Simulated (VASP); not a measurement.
# ZnSe (I-4m2) in VASP: further runs

Runs on ZnSe. Level: PBE. Tasks: single point.

All numbers are computed with VASP 6.6.1; they aren't measurements. Logs are shortened: lines on timing, memory, paths and dates and some standing lists are left out, and cuts for length are marked.

## (1) The cell of the first run

It takes space group I-4m2 (No. 119, tetragonal). The conventional cell has a = 4.053 Å, b = 4.053 Å, c = 6.190 Å, α = 90.00°, β = 90.00°, γ = 90.00°. Zn (site symmetry -4m2) has 4 Se at 2.55 Å within 3.4 Å. Within 3.4 Å of Se (site symmetry -4m2) lie 4 Zn at 2.55 Å.

## (2) Single point, PBE (strain +0.000 along x and y, +0.080 along z)

Input file INCAR:

```
ALGO     = Normal         # electronic algorithm
EDIFF    = 1E-7           # SCF threshold, eV
ENCUT    = 520            # plane-wave cutoff, eV
GGA      = PE             # functional
ISIF     = 2              # what is computed and relaxed
ISMEAR   = 0              # smearing method
LASPH    = T              # aspherical terms in the spheres
LCHARG   = F              # write CHGCAR
LREAL    = F              # projectors in reciprocal space
LWAVE    = F              # write WAVECAR
NBANDS   = 16             # bands
NELM     = 80             # most SCF steps
PREC     = Accurate       # precision mode
SIGMA    = 0.05           # smearing width, eV
```

Input file KPOINTS:

```
k-points
0
Gamma
  8 8 8
```

Input file POSCAR:

```
ZnSe
1.0
    0.0000000000      2.8659201403      3.0951937515
    2.8659201403      0.0000000000      3.0951937515
    2.8659201403      2.8659201403      0.0000000000
Zn Se
1 1
Direct
    0.0000000000      0.0000000000      0.0000000000
    0.7500000000      0.7500000000      0.7500000000
```

Potentials or basis: VASP PAW PBE potentials, release 64 (Zn, Se).

Started as:

```console
cat potpaw_PBE.64/Zn/POTCAR potpaw_PBE.64/Se/POTCAR > POTCAR
mpirun -np 1 vasp_std > vasp.out
```

OUTCAR:

```text
EDIFF = 1E-7
   ENCUT = 520
   GGA = PE
   ISIF = 2
   ISMEAR = 0
   LASPH = T
   LREAL = F
   NELM = 80
   PREC = Accurate

 ion  position               nearest neighbor table
   1  0.000  0.000  0.000-   2 2.55   2 2.55   2 2.55   2 2.55
   2  0.750  0.750  0.750-   1 2.55   1 2.55   1 2.55   1 2.55

  LATTYP: Found a body centered tetragonal cell.
 ALAT       =     4.0530231311
 C/A-ratio  =     1.5273506474

  Lattice vectors:

 A1 = (  -2.8659201403,   0.0000000000,   3.0951937515)
 A2 = (   2.8659201403,   0.0000000000,   3.0951937515)
 A3 = (   0.0000000000,   2.8659201403,  -3.0951937515)

Analysis of symmetry for initial positions (statically):
=====================================================================
 Subroutine PRICEL returns:
 Original cell was already a primitive cell.

 Routine SETGRP: Setting up the symmetry group for a
 body centered tetragonal supercell.

 Subroutine GETGRP returns: Found  8 space group operations
 (whereof  8 operations were pure point group operations)
 out of a pool of 16 trial point group operations.

The static configuration has the point symmetry D_2d.

Analysis of symmetry for dynamics (positions and initial velocities):
=====================================================================
 Subroutine PRICEL returns:
 Original cell was already a primitive cell.

 Routine SETGRP: Setting up the symmetry group for a
 body centered tetragonal supercell.

 Subroutine GETGRP returns: Found  8 space group operations
 (whereof  8 operations were pure point group operations)
 out of a pool of 16 trial point group operations.

The dynamic configuration has the point symmetry D_2d.

 Subroutine INISYM returns: Found  8 space group operations
 (whereof  8 operations are pure point group operations),
 and found     1 'primitive' translations

----------------------------------------------------------------------------------------

                                     Primitive cell

  volume of cell :      50.8447

  direct lattice vectors                    reciprocal lattice vectors
     0.000000000  2.865920140  3.095193752    -0.174464038  0.174464038  0.161540776
     2.865920140  0.000000000  3.095193752     0.174464038 -0.174464038  0.161540776
     2.865920140  2.865920140  0.000000000     0.174464038  0.174464038 -0.161540776

  length of vectors
     4.218260614  4.218260614  4.053023131     0.294908161  0.294908161  0.294908161

  position of ions in fractional coordinates (direct lattice)
     0.000000000  0.000000000  0.000000000
     0.750000000  0.750000000  0.750000000

  ion indices of the primitive-cell ions
   primitive index   ion index
                 1           1
                 2           2

----------------------------------------------------------------------------------------

 KPOINTS: k-points

Automatic generation of k-mesh.
 Grid dimensions read from file:
 generate k-points for:    8    8    8

 Generating k-lattice:

  Cartesian coordinates                     Fractional coordinates (reciprocal lattice)
    -0.021808005  0.021808005  0.020192597     0.125000000  0.000000000  0.000000000
     0.021808005 -0.021808005  0.020192597     0.000000000  0.125000000  0.000000000
     0.021808005  0.021808005 -0.020192597     0.000000000  0.000000000  0.125000000

  Length of vectors
     0.036863520  0.036863520  0.036863520

  Shift w.r.t. Gamma in fractional coordinates (k-lattice)
     0.000000000  0.000000000  0.000000000

 Subroutine IBZKPT returns following result:
 ===========================================

 Found     59 irreducible k-points:

 Following reciprocal coordinates:
            Coordinates               Weight
  0.000000  0.000000  0.000000      1.000000
  0.125000  0.000000  0.000000      8.000000
  0.250000  0.000000  0.000000      8.000000
  0.375000 -0.000000  0.000000      8.000000
  0.500000  0.000000  0.000000      4.000000
  0.125000  0.125000  0.000000      2.000000
[... 16 lines left out ...]
  0.250000 -0.000000  0.125000     16.000000
  0.375000  0.000000  0.125000     16.000000
 [... further k-points ...]
   k-points           NKPTS =     59   k-points in BZ     NKDIM =     59   number of bands    NBANDS=     16
   number of dos      NEDOS =    301   number of ions     NIONS =      2
   total plane-waves  NPLWV =  30720
   dimension x,y,z NGX =    32 NGY =   32 NGZ =   30
   dimension x,y,z NGXF=    64 NGYF=   64 NGZF=   60
   ions per type =               1   1
   NGX,Y,Z   is equivalent  to a cutoff of  12.61, 12.61, 12.31 a.u.
   NGXF,Y,Z  is equivalent  to a cutoff of  25.22, 25.22, 24.61 a.u.
 SYSTEM =  unknown system
   PREC   = accura    normal or accurate (medium, high low for compatibility)
   ISTART =      0    job   : 0-new  1-cont  2-samecut
   ICHARG =      2    charge: 1-file 2-atom 10-const
   ISPIN  =      1    spin polarized calculation?
   LNONCOLLINEAR =      F non collinear calculations
   LSORBIT =      F    spin-orbit coupling
   LASPH  =      T    aspherical Exc in radial PAW
   ENCUT  =  520.0 eV  38.22 Ry    6.18 a.u.   7.84  7.84  7.54*2*pi/ulx,y,z
   NELM   =     80;   NELMIN=  2; NELMDL= -5     # of ELM steps
   EDIFF  = 0.1E-06   stopping-criterion for ELM
   LREAL  =      F    real-space projection
   EDIFFG = 0.1E-05   stopping-criterion for IOM
   NSW    =      0    number of steps for IOM
   IBRION =     -1    ionic relax: 0-MD 1-quasi-New 2-CG
   NFREE  =      0    steps in history (QN), initial steepest desc. (CG)
   ISIF   =      2    stress and relaxation
   ISYM   =      2    0-nonsym 1-usesym 2-fastsym
   POTIM  = 0.5000    time-step for ionic-motion
   TEBEG  =    0.0;   TEEND  =   0.0 temperature during run
   PSTRESS=    0.0 pullay stress
   NELECT =      18.0000    total number of electrons
   NUPDOWN=      -1.0000    fix difference up-down
   EMIN   =  10.00;   EMAX   =-10.00  energy-range for DOS
   EFERMI =   0.00;   METHOD = LEGACY
   ISMEAR =     0;   SIGMA  =   0.05  broadening in eV -4-tet -1-fermi 0-gaus
   EFERMI_NEDOS =   21; number of points for ismear=-14 and -15
   IALGO  =     38    algorithm
   IMIX   =      4    mixing-type and parameters
     AMIX     =   0.40;   BMIX     =  1.00
     AMIX_MAG =   1.60;   BMIX_MAG =  1.00
  volume/ion in A,a.u.               =      25.42       171.56
  Fermi-wavevector in a.u.,A,eV,Ry     =   1.158111  2.188513 18.248433  1.341222
  Thomas-Fermi vector in A             =   2.294717
   LORBIT       =      0    0 simple, 1 ext, 2 COOP (PROOUT), +10 PAW based schemes
   GGA     = PE    functional components
   LHFCALC =     F    Hartree Fock is set to
   AEXX    =    0.0000 exact exchange contribution
   IVDW    =     0    specifies the selected vdW correction
   LEPSILON=     F    determine dielectric tensor
   LRPA    =     F    only Hartree local field effects (RPA)
 non-spin polarized calculation
 Gauss-broadening in eV      SIGMA  =   0.05
  energy-cutoff  :      520.00
  volume of cell :       50.84
 maximum number of plane-waves:      1412
   NGX = 15   NGY = 15   NGZ = 15

 number of electron      17.9999990 magnetization

 Free energy of the ion-electron system (eV)
  ---------------------------------------------------
  ext. energy  EPLUGINS =         0.00000000
  ---------------------------------------------------
  free energy    TOTEN  =        -5.96705277 eV

  energy without entropy =       -5.96705277  energy(sigma->0) =       -5.96705277

 E-fermi :   1.0347     XC(G=0):  -8.8310

 val. band max:        0.8204916223   @ k =   0.0000   0.0000   0.0000
 cond. band min:       1.5586274171   @ k =   0.0000   0.0000   0.0000
 fundamental gap:      0.7381357948
 Fermi energy:         1.0347252698

 k-point     1 :       0.0000    0.0000    0.0000
  band No.  band energies     occupation
      1     -11.8760      2.00000
      2      -5.4991      2.00000
      3      -5.4665      2.00000
      4      -5.4665      2.00000
      5      -5.2070      2.00000
      6      -5.2041      2.00000
[... 8 lines left out ...]
     15      11.2396      0.00000
     16      12.5524      0.00000

 k-point     2 :       0.1250    0.0000    0.0000
  band No.  band energies     occupation
      1     -11.7953      2.00000
      2      -5.4871      2.00000
      3      -5.4559      2.00000
      4      -5.4540      2.00000
      5      -5.2063      2.00000
      6      -5.2062      2.00000
[... 8 lines left out ...]
     15      11.1848      0.00000
     16      11.7398      0.00000

 k-point     3 :       0.2500    0.0000    0.0000
  band No.  band energies     occupation
      1     -11.5881      2.00000
      2      -5.4569      2.00000
      3      -5.4261      2.00000
      4      -5.4033      2.00000
      5      -5.2087      2.00000
      6      -5.2000      2.00000
[... 8 lines left out ...]
     15      11.2397      0.00000
     16      11.5174      0.00000

 k-point     4 :       0.3750   -0.0000    0.0000
  band No.  band energies     occupation
      1     -11.3604      2.00000
      2      -5.4355      2.00000
      3      -5.4027      2.00000
      4      -5.2523      2.00000
      5      -5.2057      2.00000
      6      -5.1823      2.00000
[... 8 lines left out ...]
     15      11.9271      0.00000
     16      12.2379      0.00000
[... 324 lines left out ...]
 k-point    22 :       0.1250    0.0000    0.1250
  band No.  band energies     occupation
      1     -11.7634      2.00000
      2      -5.4769      2.00000
      3      -5.4665      2.00000
      4      -5.4441      2.00000
      5      -5.2121      2.00000
      6      -5.1999      2.00000
[... 8 lines left out ...]
     15      11.4222      0.00000
     16      11.8365      0.00000

 k-point    23 :       0.2500   -0.0000    0.1250
  band No.  band energies     occupation
      1     -11.5942      2.00000
      2      -5.4550      2.00000
      3      -5.4383      2.00000
      4      -5.4115      2.00000
      5      -5.2160      2.00000
      6      -5.1921      2.00000
[... 8 lines left out ...]
     15      11.6000      0.00000
     16      12.6302      0.00000

 k-point    24 :       0.3750    0.0000    0.1250
  band No.  band energies     occupation
      1     -11.3702      2.00000
      2      -5.4295      2.00000
      3      -5.3998      2.00000
      4      -5.3194      2.00000
      5      -5.2045      2.00000
      6      -5.1750      2.00000
[... 8 lines left out ...]
     15      12.0755      0.00000
     16      12.9284      0.00000

 [... further k-points ...]

------------------------ aborting loop because EDIFF is reached ----------------------------------------

  FORCE on cell =-STRESS in cart. coord.  units (eV):
  Direction    XX          YY          ZZ          XY          YZ          ZX
  --------------------------------------------------------------------------------------
  -------------------------------------------------------------------------------------
  Total       -0.8100262     -0.8100262     -1.7738597      0.0000000      0.0000000      0.0000000
  in kB      -25.5248757    -25.5248757    -55.8964009      0.0000000      0.0000000      0.0000000
  external PRESSURE =     -35.6487174 kB  Pullay stress =       0.0000000 kB

 VOLUME and BASIS-vectors are now :
 -----------------------------------------------------------------------------
  energy-cutoff  :      520.00
  volume of cell :       50.84
      direct lattice vectors                 reciprocal lattice vectors
     0.000000000  2.865920140  3.095193752    -0.174464038  0.174464038  0.161540776
     2.865920140  0.000000000  3.095193752     0.174464038 -0.174464038  0.161540776
     2.865920140  2.865920140  0.000000000     0.174464038  0.174464038 -0.161540776

 POSITION                                       TOTAL-FORCE (eV/Angst)
 -----------------------------------------------------------------------------------
      0.00000      0.00000      0.00000        -0.000000     -0.000000      0.000000
      4.29888      4.29888      4.64279         0.000000      0.000000      0.000000
 -----------------------------------------------------------------------------------
    total drift:                                0.000002      0.000002     -0.000005

  FREE ENERGIE OF THE ION-ELECTRON SYSTEM (eV)
  ---------------------------------------------------
  free  energy   TOTEN  =        -5.9670527706 eV

  energy  without entropy=       -5.9670527706  energy(sigma->0) =       -5.96705277
```

Run time: 23 s. Hardware: 1 thread of Intel Xeon Platinum 8488C (Sapphire Rapids), shared host; peak memory 0.2 GiB.

Results:

* Free energy: -5.9671 eV
* Pressure: -3.6 GPa
* Band gap on the k mesh: 0.74 eV

Caveat: the cell differs from its parent crystal (strain +0.000 along x and y, +0.080 along z); the cell stands under tension.

## (3) Single point, PBE (strain +0.040 along x and y, +0.000 along z)

Input file INCAR:

```
PREC = Accurate ; ENCUT = 520
EDIFF = 1E-6 ; ISMEAR = 0
SIGMA = 0.05 ; LREAL = F
LASPH = T ; NELM = 60
ALGO = Normal ; ISIF = 2
LWAVE = F ; LCHARG = F
GGA = PE ; NBANDS = 16
```

Input file KPOINTS:

```
Automatic mesh
0
Gamma
  8 8 8
```

Input file POSCAR:

```
ZnSe
1.0
    0.0000000000      2.9805569459      2.8659201403
    2.9805569459      0.0000000000      2.8659201403
    2.9805569459      2.9805569459      0.0000000000
Zn Se
1 1
Direct
    0.0000000000      0.0000000000      0.0000000000
    0.7500000000      0.7500000000      0.7500000000
```

Potentials or basis: VASP PAW PBE potentials, release 64 (Zn, Se).

Started as:

```console
cat potpaw_PBE.64/Zn/POTCAR potpaw_PBE.64/Se/POTCAR > POTCAR
mpirun -np 1 vasp_std > vasp.out
```

Run time: 19 s. Hardware: 1 thread of Intel Xeon Platinum 8488C (Sapphire Rapids), shared host; peak memory 0.2 GiB.

Results (log left out):

| Item | Value |
| --- | --- |
| Free energy | -5.9837 eV |
| Pressure | -3.6 GPa |
| Band gap on the k mesh | 0.77 eV |

Stress tensor (GPa, compression positive):
```
-4.00  0.00  0.00
 0.00 -4.00  0.00
 0.00  0.00 -2.70
```

Levels at points of the mesh, in eV from the valence-band top:
| k point | band 7 | band 8 | band 9 | band 10 | band 11 | band 12 |
| --- | --- | --- | --- | --- | --- | --- |
| (0.00, 0.00, 0.00) | -0.12 | -0.12 | 0.00 | 0.77 | 5.73 | 5.75 |
| (0.50, 0.00, 0.00) | -4.63 | -0.89 | -0.70 | 2.25 | 6.17 | 6.45 |
| (0.50, 0.50, 0.00) | -4.22 | -2.01 | -2.01 | 3.05 | 3.11 | 10.11 |
| (0.50, 0.00, 0.50) | -4.42 | -1.85 | -1.80 | 3.19 | 3.46 | 9.77 |

Caveat: the cell differs from its parent crystal (strain +0.040 along x and y, +0.000 along z); the cell stands under tension.

## (4) Single point, PBE (strain +0.080 along x and y, -0.040 along z)

Input file INCAR:

```
PREC = Accurate
ENCUT = 520
EDIFF = 1E-6
ISMEAR = 0
SIGMA = 0.05
LREAL = F
LASPH = T
NELM = 100
ALGO = Normal
ISIF = 2
LWAVE = F
LCHARG = F
GGA = PE
NBANDS = 16
```

Input file KPOINTS:

```
regular mesh
0
Gamma
  8 8 8
```

Input file POSCAR:

```
ZnSe
1.0
    0.0000000000      3.0951937515      2.7512833347
    3.0951937515      0.0000000000      2.7512833347
    3.0951937515      3.0951937515      0.0000000000
Zn Se
1 1
Direct
    0.0000000000      0.0000000000      0.0000000000
    0.7500000000      0.7500000000      0.7500000000
```

Started as:

```console
cat potpaw_PBE.64/Zn/POTCAR potpaw_PBE.64/Se/POTCAR > POTCAR
mpirun -np 1 vasp_std > vasp.out
```

It took 23 s on 1 thread of Intel Xeon Platinum 8488C (Sapphire Rapids), shared host; peak memory 0.21 GiB.

Results (log left out):

| Property | Result |
| --- | --- |
| Free energy | -5.8944 eV |
| Pressure | -5.0 GPa |
| Band gap on the k mesh | 0.48 eV |

Stress tensor (GPa, compression positive):
```
-6.12  0.00  0.00
 0.00 -6.12  0.00
 0.00  0.00 -2.65
```

Levels at points of the mesh, in eV from the valence-band top:
```csv
k point,band 7,band 8,band 9,band 10,band 11,band 12
"(0.00, 0.00, 0.00)",-0.30,-0.30,0.00,0.48,5.64,5.72
"(0.50, 0.00, 0.00)",-4.53,-1.12,-0.61,1.98,5.82,6.68
"(0.50, 0.50, 0.00)",-3.91,-2.22,-2.22,2.53,2.89,10.00
"(0.50, 0.00, 0.50)",-4.50,-1.75,-1.61,3.23,3.55,9.13
```

Caveat: the cell differs from its parent crystal (strain +0.080 along x and y, -0.040 along z); the cell stands under tension.

## (5) Single point, PBE (strain +0.080 along x and y, +0.000 along z)

Input file INCAR:

```
SYSTEM = ZnSe
ALGO = Normal
EDIFF = 1E-7
ENCUT = 520
GGA = PE
ISIF = 2
ISMEAR = 0
LASPH = .True.
LCHARG = .False.
LREAL = .False.
LWAVE = .False.
NBANDS = 16
NELM = 60
PREC = Accurate
SIGMA = 0.05
```

Input file KPOINTS:

```
k-points
0
Gamma
  8 8 8
  0 0 0
```

Input file POSCAR:

```
ZnSe
1.0
    0.0000000000      3.0951937515      2.8659201403
    3.0951937515      0.0000000000      2.8659201403
    3.0951937515      3.0951937515      0.0000000000
Zn Se
1 1
Direct
    0.0000000000      0.0000000000      0.0000000000
    0.7500000000      0.7500000000      0.7500000000
```

Started as:

```console
cat potpaw_PBE.64/Zn/POTCAR potpaw_PBE.64/Se/POTCAR > POTCAR
mpirun -np 1 vasp_std > vasp.out
```

Wall time 25 s (1 thread of Intel Xeon Platinum 8488C (Sapphire Rapids), shared host); peak memory 0.21 GiB.

The run converged. Its results:

```yaml
Free_energy: -5.8454 eV
Pressure: -6.1 GPa
Band_gap_on_the_k_mesh: 0.43 eV
```

Stress tensor (GPa, compression positive):
```
-6.89  0.00  0.00
 0.00 -6.89  0.00
 0.00  0.00 -4.47
```

Levels at points of the mesh, in eV from the valence-band top:
```tsv
k point	band 7	band 8	band 9	band 10	band 11	band 12
(0.00, 0.00, 0.00)	-0.21	-0.21	0.00	0.43	5.66	5.72
(0.50, 0.00, 0.00)	-4.28	-0.93	-0.59	2.03	5.99	6.51
(0.50, 0.50, 0.00)	-3.85	-1.93	-1.93	2.79	3.08	9.77
(0.50, 0.00, 0.50)	-4.23	-1.64	-1.55	3.30	3.42	9.14
```

Caveat: the cell differs from its parent crystal (strain +0.080 along x and y, +0.000 along z); the cell stands under tension.

(Continued in part 2 of 2.)
